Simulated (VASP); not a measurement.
Wanted: the native input for a VASP 6.6.1 run.

```yaml
Task: single point
Functional: PBE
Potentials_or_basis: VASP PAW PBE potentials, release 64 (Sn_d, Te, O)
Cutoff: 520 eV
k_mesh: 3 × 2 × 2
Occupations: gaussian, width 0.15 eV
Spin: no spin polarisation
Dipole_correction: no
Further_INCAR_settings: ALGO = Normal; EDIFF = 1e-07; NBANDS = 35
```

The structure of Sn2TeO3 lies in POSCAR:

```
Sn2TeO3
1.0
    3.2289814865      0.0000000000      0.0000000000
    0.0000000000      3.5388025218      4.5637578517
    0.0000000000     -3.5388025218      4.5637578517
Sn Te O
2 1 3
Direct
    0.0000000000      0.0426448340      0.0426448340
    0.5000000000      0.4334773294      0.4334773294
    0.0000000000      0.7091351847      0.7091351847
    0.5000000000      0.1955338200      0.8195420368
    0.5000000000      0.8195420368      0.1955338200
    0.0000000000      0.2796667951      0.2796667951
```

One way to write it, as run:

INCAR

```
SYSTEM = Sn2TeO3
PREC     = Accurate       ! precision mode
ENCUT    = 520            ! plane-wave cutoff, eV
EDIFF    = 1E-7           ! SCF threshold, eV
ISMEAR   = 0              ! smearing method
SIGMA    = 0.15           ! smearing width, eV
LREAL    = .False.        ! projectors in reciprocal space
LASPH    = .True.         ! aspherical terms in the spheres
NELM     = 80             ! most SCF steps
ALGO     = Normal         ! electronic algorithm
ISIF     = 2              ! what is computed and relaxed
LWAVE    = .False.        ! write WAVECAR
LCHARG   = .False.        ! write CHGCAR
GGA      = PE             ! functional
NBANDS   = 35             ! bands
```

KPOINTS

```
regular mesh
0
Gamma
  3 2 2
  0 0 0
```

Potentials or basis: VASP PAW PBE potentials, release 64 (Sn_d, Te, O).

Run with:

```console
$ cat potpaw_PBE.64/Sn_d/POTCAR potpaw_PBE.64/Te/POTCAR potpaw_PBE.64/O/POTCAR > POTCAR
$ mpirun -np 1 vasp_std > vasp.out
```

It gave:

```
Pressure               : 0.4 GPa
Largest force          : 0.048 eV/Å
Band gap on the k mesh : zero (bands 26 and 27 overlap by 0.15 eV)
```

Caveat: the k points lie up to 0.65 Å⁻¹ apart; semilocal functionals underestimate gaps, so a narrow gap can read as zero; spin-orbit coupling is left out, which moves the levels of the heavy elements.

It took 25 s on 1 thread of Intel(R) Xeon(R) Platinum 8259CL CPU @ 2.50GHz (Skylake/Cascade Lake) (shared host), peak memory 0.22 GiB.
